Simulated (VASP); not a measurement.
# Mg3O2 (R32) in VASP: a series of runs, part 2 of 2

VASP 6.6.1.

## (3) Single point, PBE

This run uses another cell than the first one, of 24.22 Å³/atom.

The input, INCAR:

```
ALGO = Normal ; EDIFF = 1E-6
ENCUT = 520 ; GGA = PE
ISIF = 2 ; ISMEAR = 0
LASPH = True ; LCHARG = False
LREAL = False ; LWAVE = False
NBANDS = 17 ; NELM = 100
PREC = Accurate ; SIGMA = 0.02
```

The input, KPOINTS:

```
k-points
0
Gamma
  6 6 6
```

The input, POSCAR:

```
Mg3O2
1.0
    2.8082255093      1.6213297538      4.4336224719
   -2.8082255093      1.6213297538      4.4336224719
    0.0000000000     -3.2426595075      4.4336224719
Mg O
3 2
Direct
    0.6779863684      0.3220136316      0.0000000000
    0.3220136316      0.0000000000      0.6779863684
    0.0000000000      0.6779863684      0.3220136316
    0.6665088087      0.6665088087      0.6665088087
    0.3334911913      0.3334911913      0.3334911913
```

Potentials or basis: VASP PAW PBE potentials, release 64 (Mg, O).

Started as:

```console
$ cat potpaw_PBE.64/Mg/POTCAR potpaw_PBE.64/O/POTCAR > POTCAR
$ mpirun -np 1 vasp_std > vasp.out
```

OUTCAR:

```text
EDIFF = 1E-6
   ENCUT = 520
   GGA = PE
   ISIF = 2
   ISMEAR = 0
   LASPH = True
   LREAL = False
   NELM = 100
   PREC = Accurate

 ion  position               nearest neighbor table
   1  0.678  0.322  0.000-   4 1.90   5 1.90   2 3.13   3 3.13   2 3.30   3 3.30   2 3.30   3 3.30

   2  0.322  0.000  0.678-   4 1.90   5 1.90   1 3.13   3 3.13   1 3.30   3 3.30   3 3.30   1 3.30

   3  0.000  0.678  0.322-   5 1.90   4 1.90   1 3.13   2 3.13   1 3.30   2 3.30   2 3.30   1 3.30

   4  0.667  0.667  0.667-   2 1.90   1 1.90   3 1.90
   5  0.333  0.333  0.333-   3 1.90   1 1.90   2 1.90

  LATTYP: Found a trigonal (rhomboedric) cell.
 ALAT       =     5.4928907603
 COS(alpha) =     0.4772524192

  Lattice vectors:

 A1 = (   2.8082255093,   1.6213297538,   4.4336224719)
 A2 = (  -2.8082255093,   1.6213297538,   4.4336224719)
 A3 = (   0.0000000000,  -3.2426595075,   4.4336224719)

Analysis of symmetry for initial positions (statically):
[... 181 lines left out ...]

 val. band max:       -0.0926696423   @ k =   0.5000   0.5000   0.0000
 cond. band min:       1.5296762540   @ k =   0.5000   0.0000   0.0000
 fundamental gap:      1.6223458962
 Fermi energy:         0.0383532637

 k-point     1 :       0.0000    0.0000    0.0000
  band No.  band energies     occupation
      1     -17.2819      2.00000
      2     -16.9278      2.00000
      3      -3.7334      2.00000
      4      -3.7334      2.00000
      5      -2.9138      2.00000
      6      -2.9138      2.00000
[... 457 lines left out ...]
      4      -3.7488      2.00000
      5      -3.1742      2.00000
      6      -2.6759      2.00000
[... 9 lines left out ...]
     16       8.0063      0.00000
     17       9.1143      0.00000

 [... further k-points ...]

------------------------ aborting loop because EDIFF is reached ----------------------------------------

  FORCE on cell =-STRESS in cart. coord.  units (eV):
  Direction    XX          YY          ZZ          XY          YZ          ZX
  --------------------------------------------------------------------------------------
  -------------------------------------------------------------------------------------
  Total       -0.0893879     -0.0893879     -0.0363953      0.0000000     -0.0000000      0.0000000
  in kB       -1.1824320     -1.1824320     -0.4814407      0.0000000     -0.0000000      0.0000000
  external PRESSURE =      -0.9487682 kB  Pullay stress =       0.0000000 kB

 VOLUME and BASIS-vectors are now :
 -----------------------------------------------------------------------------
  energy-cutoff  :      520.00
  volume of cell :      121.12
      direct lattice vectors                 reciprocal lattice vectors
     2.808225509  1.621329754  4.433622472     0.178048379  0.102796280  0.075183067
    -2.808225509  1.621329754  4.433622472    -0.178048379  0.102796280  0.075183067
     0.000000000 -3.242659507  4.433622472     0.000000000 -0.205592559  0.075183067

 POSITION                                       TOTAL-FORCE (eV/Angst)
 -----------------------------------------------------------------------------------
      0.99965      1.62133      4.43362         0.002959     -0.000000      0.000000
      0.90429     -1.67639      4.43362        -0.001479     -0.002562      0.000000
     -1.90394      0.05506      4.43362        -0.001479      0.002562      0.000000
      0.00000      0.00000      8.86515        -0.000000      0.000000      0.001393
      0.00000      0.00000      4.43572        -0.000000     -0.000000     -0.001393
 -----------------------------------------------------------------------------------
    total drift:                                0.000000      0.000000      0.000000

  FREE ENERGIE OF THE ION-ELECTRON SYSTEM (eV)
  ---------------------------------------------------
  free  energy   TOTEN  =       -22.5702318983 eV

  energy  without entropy=      -22.5702318983  energy(sigma->0) =      -22.57023190
```

OSZICAR:

```text
N       E                     dE             d eps       ncg     rms          rms(c)
DAV:   1     0.918402958837E+02    0.91840E+02   -0.69732E+03  1088   0.830E+02
DAV:   2    -0.167700763478E+02   -0.10861E+03   -0.10098E+03  1482   0.175E+02
DAV:   3    -0.296264520888E+02   -0.12856E+02   -0.12793E+02  1344   0.690E+01
DAV:   4    -0.297371237096E+02   -0.11067E+00   -0.11063E+00  1366   0.749E+00
DAV:   5    -0.297380620908E+02   -0.93838E-03   -0.93814E-03  1367   0.645E-01    0.139E+01
DAV:   6    -0.228965287151E+02    0.68415E+01   -0.27139E+01  1229   0.320E+01    0.532E+00
DAV:   7    -0.226979454613E+02    0.19858E+00   -0.10436E+00  1214   0.654E+00    0.265E+00
DAV:   8    -0.225666908512E+02    0.13125E+00   -0.32653E-01  1420   0.471E+00    0.596E-01
DAV:   9    -0.225682974478E+02   -0.16066E-02   -0.35338E-02  1265   0.114E+00    0.257E-01
DAV:  10    -0.225707408109E+02   -0.24434E-02   -0.10422E-02  1169   0.717E-01    0.150E-01
DAV:  11    -0.225701203980E+02    0.62041E-03   -0.20656E-03  1309   0.277E-01    0.272E-02
DAV:  12    -0.225702294146E+02   -0.10902E-03   -0.26984E-04  1203   0.969E-02    0.222E-02
DAV:  13    -0.225702313592E+02   -0.19445E-05   -0.30125E-05  1335   0.343E-02    0.165E-03
DAV:  14    -0.225702318983E+02   -0.53913E-06   -0.17362E-06  1100   0.788E-03
   1 F= -.22570232E+02 E0= -.22570232E+02  d E =-.359988E-22
```

Wall time 30 s (1 thread of Intel Xeon 6975P-C (Granite Rapids), shared host); peak memory 0.26 GiB.

Results:

```
Free energy            : -22.5702 eV
Pressure               : -0.1 GPa
Band gap on the k mesh : 1.62 eV (least direct gap 1.80 eV)
```

Forces on the atoms (eV/Å):
```
Mg   0.003  0.000  0.000
Mg  -0.001 -0.003  0.000
Mg  -0.001  0.003  0.000
O    0.000  0.000  0.001
O    0.000  0.000 -0.001
```

## (4) Relaxation of cell and atoms, PBE

This run uses another cell than the first one, of 16.10 Å³/atom.

The input, INCAR:

```
SYSTEM = Mg3O2
PREC = Accurate
ENCUT = 600
EDIFF = 1E-6
ISMEAR = 0
SIGMA = 0.1
LREAL = .False.
LASPH = .True.
NELM = 80
ALGO = Normal
ISIF = 3
LWAVE = .False.
LCHARG = .False.
GGA = PE
IBRION = 2
NSW = 90
EDIFFG = -0.04
```

The input, KPOINTS:

```
regular mesh
0
Gamma
  6 6 6
  0 0 0
```

The input, POSCAR:

```
Mg3O2
1.0
    2.6561025462      1.5335015200      3.2942096682
   -2.6561025462      1.5335015200      3.2942096682
    0.0000000000     -3.0670030401      3.2942096682
Mg O
3 2
Direct
    0.6666666667      0.3333333333      0.0000000000
    0.3333333333      0.0000000000      0.6666666667
    0.0000000000      0.6666666667      0.3333333333
    0.7500000000      0.7500000000      0.7500000000
    0.2500000000      0.2500000000      0.2500000000
```

Started as:

```console
$ cat potpaw_PBE.64/Mg/POTCAR potpaw_PBE.64/O/POTCAR > POTCAR
$ mpirun -np 1 vasp_std > vasp.out
```

Run time: 2.5 min. Hardware: 1 thread of Intel Xeon 6975P-C (Granite Rapids), shared host; peak memory 0.23 GiB.

The run converged. Its results:

```
Free energy                           : -22.5216 eV
Relaxed volume                        : 21.85 Å³/atom
Relaxed cell                          : a = 5.160 Å, b = 5.160 Å, c = 5.160 Å, α = 65.74°, β = 65.74°, γ = 65.74°
Space group after relaxing (to 0.1 Å) : R32 (No. 155)
Energy gained by relaxing             : 213.7 meV/atom
Ionic steps                           : 16
Pressure after relaxing               : 0.0 GPa
Largest force after relaxing          : 0.030 eV/Å
Band gap on the k mesh                : 1.43 eV (least direct gap 1.65 eV)
```

Forces in eV/Å, atoms in the order of the input:
```
Mg  -0.009  0.000  0.000
Mg   0.005  0.008  0.000
Mg   0.005 -0.008  0.000
O    0.000  0.000 -0.030
O    0.000  0.000  0.030
```

Stress tensor (GPa, compression positive):
```
 0.08  0.00  0.00
 0.00  0.08  0.00
 0.00  0.00 -0.11
```

The path:
| step | energy change (eV) | largest force (eV/Å) | pressure (GPa) | volume (Å³) |
| --- | --- | --- | --- | --- |
| 1 | 0.0000 | 0.6160 | 2.89 | 80.51 |
| 2 | -0.1006 | 0.9117 | -0.28 | 83.94 |
| 3 | -0.1212 | 1.0699 | -2.13 | 86.28 |
| 4 | -0.1966 | 1.0769 | -2.08 | 86.91 |
| 5 | -0.4041 | 0.9586 | -2.17 | 88.81 |
| 6 | -0.5960 | 0.9206 | -3.07 | 92.69 |
| 7 | -0.7423 | 0.7513 | -0.37 | 91.20 |
| 8 | -0.7931 | 0.5357 | 2.59 | 89.79 |
| 9 | -0.8534 | 0.3749 | 2.29 | 91.62 |
| 10 | -0.9737 | 0.1401 | 1.63 | 97.22 |
| 11 | -1.0008 | 0.5120 | 0.58 | 109.02 |
| 12 | -1.0185 | 0.3967 | 0.96 | 104.92 |
| 13 | -1.0292 | 0.1025 | -1.49 | 109.55 |
| 14 | -1.0342 | 0.1524 | -0.63 | 107.87 |
| 15 | -1.0573 | 0.0926 | -0.36 | 108.48 |
| 16 | -1.0683 | 0.0304 | 0.02 | 109.25 |

Final structure:
```yaml
crystal:
  lattice:
    - [2.80047, 1.61685, 4.02135]
    - [-2.80047, 1.61685, 4.02135]
    - [0.00000, -3.23371, 4.02135]
  atoms:
    - { symbol: Mg, position: [0.67949, 0.32051, 0.00000] }
    - { symbol: Mg, position: [0.32051, 0.00000, 0.67949] }
    - { symbol: Mg, position: [0.00000, 0.67949, 0.32051] }
    - { symbol: O, position: [0.67002, 0.67002, 0.67002] }
    - { symbol: O, position: [0.32998, 0.32998, 0.32998] }
```

Levels at points of the mesh, in eV from the valence-band top:
| k point | band 5 | band 6 | band 7 | band 8 | band 9 | band 10 | band 11 | band 12 | band 13 |
| --- | --- | --- | --- | --- | --- | --- | --- | --- | --- |
| (0.00, 0.00, 0.00) | -2.86 | -2.86 | -2.34 | -2.15 | -1.94 | 4.26 | 4.26 | 4.37 | 5.61 |
| (0.50, 0.00, 0.00) | -3.05 | -2.60 | -2.33 | -2.29 | -0.22 | 1.43 | 4.05 | 4.65 | 5.00 |
| (0.50, 0.50, 0.00) | -2.99 | -2.66 | -2.58 | -2.22 | 0.00 | 1.71 | 3.69 | 4.01 | 4.28 |
| (0.50, 0.50, 0.50) | -3.24 | -2.91 | -2.91 | -1.90 | -0.67 | 2.18 | 3.75 | 3.75 | 5.98 |

Caveat: the volume moved by over 15 % at a fixed basis, so the end points are rough. A k mesh can miss the band edges.

## (5) Relaxation of cell and atoms, PBE

The input, INCAR:

```
SYSTEM = Mg3O2
PREC = Accurate
ENCUT = 600
EDIFF = 1E-6
ISMEAR = 0
SIGMA = 0.02
LREAL = .False.
LASPH = .True.
NELM = 100
ALGO = Normal
ISIF = 3
LWAVE = .False.
LCHARG = .False.
GGA = PE
IBRION = 2
NSW = 100
EDIFFG = -0.01
```

The input, KPOINTS:

```
Automatic mesh
0
Gamma
  6 6 6
  0 0 0
```

The input, POSCAR:

```
Mg3O2
1.0
    2.8088072070      1.6216655971      4.2150376867
   -2.8088072070      1.6216655971      4.2150376867
    0.0000000000     -3.2433311941      4.2150376867
Mg O
3 2
Direct
    0.6779650572      0.3220349428      0.0000000000
    0.3220349428      0.0000000000      0.6779650572
    0.0000000000      0.6779650572      0.3220349428
    0.6664609880      0.6664609880      0.6664609880
    0.3335390120      0.3335390120      0.3335390120
```

Potentials or basis: VASP PAW PBE potentials, release 64 (Mg, O).

Started as:

```console
$ cat potpaw_PBE.64/Mg/POTCAR potpaw_PBE.64/O/POTCAR > POTCAR
$ mpirun -np 1 vasp_std > vasp.out
```

OUTCAR:

```text
SYSTEM = Mg3O2
   PREC = Accurate
   ENCUT = 600
   EDIFF = 1E-6
   ISMEAR = 0
   LREAL = .False.
   LASPH = .True.
   NELM = 100
   ISIF = 3
   GGA = PE
   IBRION = 2
   NSW = 100
   EDIFFG = -0.01

 ion  position               nearest neighbor table
   1  0.678  0.322  0.000-   4 1.91   5 1.91   2 3.13   3 3.13   2 3.30   3 3.30   2 3.30   3 3.30

   2  0.322  0.000  0.678-   4 1.91   5 1.91   1 3.13   3 3.13   1 3.30   3 3.30   3 3.30   1 3.30

   3  0.000  0.678  0.322-   5 1.91   4 1.91   1 3.13   2 3.13   1 3.30   2 3.30   2 3.30   1 3.30

   4  0.666  0.666  0.666-   2 1.91   1 1.91   3 1.91
   5  0.334  0.334  0.334-   3 1.91   1 1.91   2 1.91

  LATTYP: Found a trigonal (rhomboedric) cell.
 ALAT       =     5.3184339739
 COS(alpha) =     0.4421642888

  Lattice vectors:

 A1 = (   2.8088072070,   1.6216655971,   4.2150376867)
 A2 = (  -2.8088072070,   1.6216655971,   4.2150376867)
 A3 = (   0.0000000000,  -3.2433311941,   4.2150376867)

Analysis of symmetry for initial positions (statically):
=====================================================================
 Subroutine PRICEL returns:
 Original cell was already a primitive cell.

 Routine SETGRP: Setting up the symmetry group for a
 trigonal (rhombohedral) supercell.

 Subroutine GETGRP returns: Found  6 space group operations
[... 368 lines left out ...]

 number of electron      18.0000005 magnetization

 Free energy of the ion-electron system (eV)
  ---------------------------------------------------
  ext. energy  EPLUGINS =         0.00000000
  ---------------------------------------------------
  free energy    TOTEN  =       -22.57239844 eV

  energy without entropy =      -22.57239844  energy(sigma->0) =      -22.57239844

 E-fermi :   0.0813     XC(G=0):  -7.0534

 val. band max:       -0.0197350118   @ k =   0.5000   0.5000   0.0000
 cond. band min:       1.5753612668   @ k =   0.5000   0.0000   0.0000
 fundamental gap:      1.5950962786
 Fermi energy:         0.0813432042

 k-point     1 :       0.0000    0.0000    0.0000
  band No.  band energies     occupation
      1     -17.2169      2.00000
      2     -16.8595      2.00000
      3      -3.6650      2.00000
      4      -3.6650      2.00000
      5      -2.8428      2.00000
      6      -2.8428      2.00000
      7      -2.4160      2.00000
      8      -2.0189      2.00000
      9      -1.8282      2.00000
     10       4.0789      0.00000
     11       4.3670      0.00000
     12       4.3670      0.00000
     13       4.9282      0.00000
[... 354 lines left out ...]
  band No.  band energies     occupation
      1     -17.0889      2.00000
      2     -16.9796      2.00000
      3      -4.2172      2.00000
      4      -3.6848      2.00000
      5      -3.1034      2.00000
      6      -2.6252      2.00000
      7      -2.5092      2.00000
      8      -2.1211      2.00000
      9      -0.0408      2.00000
     10       2.0304      0.00000
     11       3.1986      0.00000
     12       3.3193      0.00000
     13       5.1481      0.00000

 [... further k-points ...]

------------------------ aborting loop because EDIFF is reached ----------------------------------------

  FORCE on cell =-STRESS in cart. coord.  units (eV):
  Direction    XX          YY          ZZ          XY          YZ          ZX
  --------------------------------------------------------------------------------------
  -------------------------------------------------------------------------------------
  Total       -0.0397105     -0.0397105     -0.0170580      0.0000000     -0.0000000     -0.0000000
  in kB       -0.5351133     -0.5351133     -0.2298624      0.0000000     -0.0000000     -0.0000000
  external PRESSURE =      -0.4333630 kB  Pullay stress =       0.0000000 kB
[... 20 lines left out ...]
  FREE ENERGIE OF THE ION-ELECTRON SYSTEM (eV)
  ---------------------------------------------------
  free  energy   TOTEN  =       -22.5723984402 eV

  energy  without entropy=      -22.5723984402  energy(sigma->0) =      -22.57239844

 reached required accuracy - stopping structural energy minimisation
```

OSZICAR:

```text
N       E                     dE             d eps       ncg     rms          rms(c)
DAV:   1     0.107319503897E+03    0.10732E+03   -0.78142E+03   832   0.123E+03
DAV:   2    -0.136037701527E+02   -0.12092E+03   -0.11341E+03  1256   0.218E+02
DAV:   3    -0.294885076712E+02   -0.15885E+02   -0.15452E+02  1002   0.935E+01
[... 91 lines left out ...]
DAV:   2    -0.225728994185E+02    0.70274E-02   -0.41899E-02   977   0.167E+00    0.138E-01
DAV:   3    -0.225725339299E+02    0.36549E-03   -0.21812E-03   842   0.401E-01    0.616E-02
DAV:   4    -0.225724068832E+02    0.12705E-03   -0.34234E-04   932   0.134E-01    0.206E-02
DAV:   5    -0.225723979257E+02    0.89574E-05   -0.47798E-05   962   0.527E-02    0.491E-03
DAV:   6    -0.225723984402E+02   -0.51450E-06   -0.46904E-06   837   0.153E-02
  12 F= -.22572398E+02 E0= -.22572398E+02  d E =-.191066E-03
```

It took 2.6 min on 1 thread of Intel Xeon 6975P-C (Granite Rapids), shared host; peak memory 0.3 GiB.

Results:

```yaml
Free_energy: -22.5724 eV
Relaxed_volume: 23.78 Å³/atom
Relaxed_cell: a = 5.432 Å, b = 5.432 Å, c = 5.432 Å, α = 62.19°, β = 62.19°, γ = 62.19°
Space_group_after_relaxing_to_0.1_Å: R32 (No. 155)
Energy_gained_by_relaxing: 0.3 meV/atom
Ionic_steps: 12
Pressure_after_relaxing: 0.0 GPa
Largest_force_after_relaxing: 0.004 eV/Å
Band_gap_on_the_k_mesh: 1.60 eV (least direct gap 1.79 eV)
```

Forces on the atoms (eV/Å):
```
Mg  -0.001  0.000  0.000
Mg   0.001  0.001  0.000
Mg   0.001 -0.001  0.000
O    0.000  0.000 -0.004
O    0.000  0.000  0.004
```

Step by step:
| step | energy change (eV) | largest force (eV/Å) | pressure (GPa) | volume (Å³) |
| --- | --- | --- | --- | --- |
| 1 | 0.0000 | 0.0031 | -0.14 | 115.20 |
| 2 | -0.0002 | 0.0375 | 0.19 | 114.85 |
| 3 | -0.0002 | 0.0246 | 0.06 | 114.98 |
| 4 | -0.0004 | 0.0166 | 0.05 | 115.04 |
| 5 | -0.0006 | 0.0081 | 0.06 | 115.23 |
| 6 | -0.0007 | 0.0194 | 0.04 | 115.32 |
| 7 | -0.0008 | 0.0156 | 0.06 | 115.55 |
| 8 | -0.0012 | 0.0032 | 0.10 | 116.26 |
| 9 | -0.0015 | 0.0220 | 0.17 | 117.69 |
| 10 | -0.0015 | 0.0197 | 0.15 | 117.81 |
| 11 | -0.0017 | 0.0127 | 0.08 | 118.17 |
| 12 | -0.0017 | 0.0037 | -0.04 | 118.90 |

Final structure:
```
Mg O
1.0
     2.80557    1.61980    4.36050
    -2.80557    1.61980    4.36050
     0.00000   -3.23960    4.36050
Mg O
3 2
Direct
  0.67839 0.32161 0.00000
  0.32162 0.00000 0.67839
  0.00000 0.67839 0.32161
  0.66702 0.66702 0.66702
  0.33298 0.33298 0.33298
```

Levels at points of the mesh, in eV from the valence-band top:
| k point | band 7 | band 8 | band 9 | band 10 | band 11 | band 12 |
| --- | --- | --- | --- | --- | --- | --- |
| (0.00, 0.00, 0.00) | -2.40 | -2.00 | -1.81 | 4.10 | 4.39 | 4.39 |
| (0.50, 0.00, 0.00) | -2.31 | -2.21 | -0.19 | 1.60 | 4.18 | 4.44 |
| (0.50, 0.50, 0.00) | -2.53 | -2.16 | 0.00 | 1.80 | 3.85 | 3.91 |
| (0.50, 0.50, 0.50) | -2.85 | -1.86 | -0.80 | 2.07 | 3.91 | 3.91 |

A k mesh can miss the band edges.

## (6) Summary

```csv
task,cell,cutoff (eV),smearing,gap on the mesh (eV),pressure (GPa),relaxed volume (Å³/atom)
single point,"a = 5.318 Å, angles 63.8°, 5 atoms, atomic positions A",520,gaussian 0.1 eV,1.51,-0.1,-
single point,"a = 5.493 Å, angles 61.5°, 5 atoms, atomic positions B",520,gaussian 0.02 eV,1.62,-0.1,-
relaxation of cell and atoms,"relaxed from a = 4.501 Å, angles 72.3°, 5 atoms, atomic positions C",600,gaussian 0.1 eV,1.43,0.0,21.85
relaxation of cell and atoms,"relaxed from a = 5.318 Å, angles 63.8°, 5 atoms, atomic positions A",600,gaussian 0.02 eV,1.60,0.0,23.78
```

Alike in all rows: level PBE; potentials or basis VASP PAW PBE potentials, release 64 (Mg, O); no spin polarisation; k mesh 6 × 6 × 6.

Caveats: the volume moved by over 15 % at a fixed basis, so the end points are rough (at least some runs).

Absolute energies hang on the potentials; compare differences alone.
